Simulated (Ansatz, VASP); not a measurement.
**Two plane-wave programs on Si2Bi2S**

Contents of INCAR:

```
SYSTEM = Si2Bi2S
ALGO = Normal ; EDIFF = 1E-7
ENCUT = 520 ; GGA = PE
ISIF = 2 ; ISMEAR = 0
LASPH = .TRUE. ; LCHARG = .TRUE.
LELF = .TRUE. ; LREAL = .FALSE.
LVHAR = .TRUE. ; LWAVE = .FALSE.
NBANDS = 30 ; NELM = 80
PREC = Accurate ; SIGMA = 0.1
```

KPOINTS

```
k-points
0
G
  6 6 2
  0 0 0
```

POSCAR

```
Si2Bi2S
1.0
    4.2283421200      0.0000000000      0.0000000000
   -2.1141710600      3.6618516900      0.0000000000
    0.0000000000      0.0000000000      8.5516931100
Si Bi S
2 2 1
Direct
    0.0000000000      0.0000000000      0.3083886500
    0.0000000000      0.0000000000      0.6916113500
    0.3333333300      0.6666666700      0.6843792300
    0.6666666700      0.3333333300      0.3156207700
    0.0000000000      0.0000000000      0.0000000000
```

Input for Ansatz:

```yaml
crystal:
  lattice:
    - [4.22834212, 0.0, 0.0]
    - [-2.11417106, 3.66185169, 0.0]
    - [0.0, 0.0, 8.55169311]
  atoms:
    - { symbol: Si, position: [0.0, 0.0, 0.30838865] }
    - { symbol: Si, position: [0.0, 0.0, 0.69161135] }
    - { symbol: Bi, position: [0.33333333, 0.66666667, 0.68437923] }
    - { symbol: Bi, position: [0.66666667, 0.33333333, 0.31562077] }
    - { symbol: S, position: [0.0, 0.0, 0.0] }
basis:
  ecutwfc: 420
kpoints:
  mp_grid: { grid: [6, 6, 2] }
hamiltonian:
  xc: pbe
scf:
  occupations: { method: gaussian, width: 0.1 }
  lower_state_search: "off"
output:
  forces: true
  stress: true
  eigenvalues: true
```

Alike in both runs: task single point; functional PBE; k mesh 6 × 6 × 2; occupations gaussian, width 0.1 eV; no spin polarisation.

|  | VASP | Ansatz |
| --- | --- | --- |
| version | VASP 6.6.1 | Ansatz 0.2.0 |
| potentials or method | VASP PAW PBE potentials, release 64 (Si, Bi_d, S), cutoff 520 eV | scalar-relativistic, plane waves, PAW |
| valence electrons in the cell | 44 | 44 |

|  | VASP | Ansatz | Ansatz less VASP |
| --- | --- | --- | --- |
| gap on the k mesh at the Fermi level (eV) | none | none | - |
| pressure (GPa) | 12.0 | 12.2 | +0.16 |
| traceless stress, the component that is largest in VASP (GPa) | -22.35 | -22.46 | -0.108 |
| rms of the force components (eV/Å) | 0.417 | 0.417 | -0.0001 |

Atom by atom the forces differ by 0.001 eV/Å (rms over components). A gap of «none» marks a metal or a gap that the smearing closes.

The k mesh is coarse, so the values compare programs but aren't converged. Spin-orbit coupling is off throughout.
